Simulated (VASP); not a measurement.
Write the native input for VASP 6.6.1 that does the following.

* Task: single point
* Functional: PBE
* Potentials or basis: VASP PAW PBE potentials, release 64 (Bi_d, S)
* Cutoff: 500 eV
* k mesh: 4 × 4 × 4
* Occupations: fermi-dirac, width 0.03 eV
* Spin: no spin polarisation
* Dipole correction: no
* Further INCAR settings: ALGO = Normal; EDIFF = 1e-06; NBANDS = 18

The structure of BiS lies in POSCAR:

```
BiS
1.0
    4.0029443400      0.0000000000      0.0000000000
    0.0000000000      4.0029443400      0.0000000000
    0.0000000000      0.0000000000      4.0029443400
Bi S
1 1
Direct
    0.5000000000      0.5000000000      0.5000000000
    0.0000000000      0.0000000000      0.0000000000
```

One way to write it, as run:

INCAR

```
ALGO = Normal ; EDIFF = 1E-6
ENCUT = 500 ; GGA = PE
GGA_COMPAT = False ; ISIF = 2
ISMEAR = -1 ; LASPH = True
LCHARG = False ; LREAL = False
LWAVE = False ; NBANDS = 18
NELM = 120 ; PREC = Accurate
SIGMA = 0.03
```

KPOINTS

```
k-points
0
Gamma
  4 4 4
```

Potentials or basis: VASP PAW PBE potentials, release 64 (Bi_d, S).

Run with:

```bash
$ cat potpaw_PBE.64/Bi_d/POTCAR potpaw_PBE.64/S/POTCAR > POTCAR
$ mpirun -np 1 vasp_std > vasp.out
```

Results of the run:

```yaml
Pressure: -11.2 GPa
```

Caveat: the k points lie up to 0.39 Å⁻¹ apart.

Wall time 9.4 s on 1 thread of AMD EPYC 7R43 64-Core Processor (Zen 3), on a shared host, peak memory 0.13 GiB.
